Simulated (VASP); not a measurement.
A run of VASP 6.6.1 is set up as follows.

The input INCAR:

```
  PREC = Accurate
  ENCUT = 520
  EDIFF = 1E-6
  ISMEAR = 0
  SIGMA = 0.15
  LREAL = F
  LASPH = T
  NELM = 60
  ALGO = Fast
  ISIF = 2
  LWAVE = F
  LCHARG = T
  LELF = T
  LVHAR = T
  NBANDS = 14
```

KPOINTS

```
Automatic mesh
0
Gamma
  16 16 16
```

The input POSCAR:

```
TiAl
1.0
    3.2150979253      0.0000000000      0.0000000000
    0.0000000000      3.2150979253      0.0000000000
    0.0000000000      0.0000000000      3.2150979253
Ti Al
1 1
Direct
    0.0000000000      0.0000000000      0.0000000000
    0.5000000000      0.5000000000      0.5000000000
```

Potentials or basis: VASP PAW LDA potentials, release 64 (Ti_sv, Al).

Command:

```sh
$ cat potpaw_LDA.64/Ti_sv/POTCAR potpaw_LDA.64/Al/POTCAR > POTCAR
$ mpirun -np 1 vasp_std > vasp.out
```

**Question.** What does it give for the pressure?

**Answer.** -8.9 GPa.

**Question.** Predict the band gap on the k mesh.

**Answer.** Zero (an odd number of electrons rules out a gap without spin polarisation).

Caveat: the cell stands under tension.
